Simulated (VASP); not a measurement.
Au:

```xyz
2
Lattice="1.5062 -2.4759 0.0000 1.5062 2.4759 0.0000 0.0000 0.0000 4.8293" Properties=species:S:1:pos:R:3 pbc="T T T"
Au    1.5062    0.8401    3.6220
Au    1.5062   -0.8401    1.2073
```

```yaml
Program: VASP 6.6.1
Task: relaxation of cell and atoms
Functional: PBE
Potentials_or_basis: VASP PAW PBE potentials, release 64 (Au)
Cutoff: 600 eV
k_mesh: 22 × 22 × 12
Occupations: gaussian, width 0.1 eV
Spin: no spin polarisation
```

At the start: pressure -0.1 GPa; volume 18.01 Å³/atom.

Q: Where does the relaxation end?

A: Over 11 steps the energy falls by 2.8 meV/atom and the volume is 17.99 Å³/atom (-0.1 %); space group Cmcm (No. 63, to 0.1 Å) before, P6_3/mmc (No. 194, to 0.1 Å).

The path:
| step | energy change (eV) | largest force (eV/Å) | pressure (GPa) | volume (Å³) |
| --- | --- | --- | --- | --- |
| 1 | 0.0000 | 0.0196 | -0.11 | 36.02 |
| 2 | -0.0023 | 0.0114 | 0.13 | 35.95 |
| 3 | -0.0044 | 0.0052 | 0.98 | 35.75 |
| 4 | -0.0046 | 0.0003 | 0.74 | 35.80 |
| 5 | -0.0050 | 0.0057 | -0.55 | 36.13 |
| 6 | -0.0052 | 0.0032 | -0.04 | 36.01 |
| 7 | -0.0052 | 0.0038 | -0.07 | 36.01 |
| 8 | -0.0053 | 0.0044 | -0.05 | 36.01 |
| 9 | -0.0055 | 0.0070 | -0.01 | 35.99 |
| 10 | -0.0054 | 0.0137 | 0.08 | 35.96 |
| 11 | -0.0055 | 0.0096 | 0.02 | 35.98 |

Final structure:
```
Au
1.0
     1.46398   -2.51512    0.00000
     1.46398    2.51512    0.00000
     0.00000    0.00000    4.88634
Au
2
Direct
  0.32974 0.67026 0.75000
  0.67026 0.32974 0.25000
```
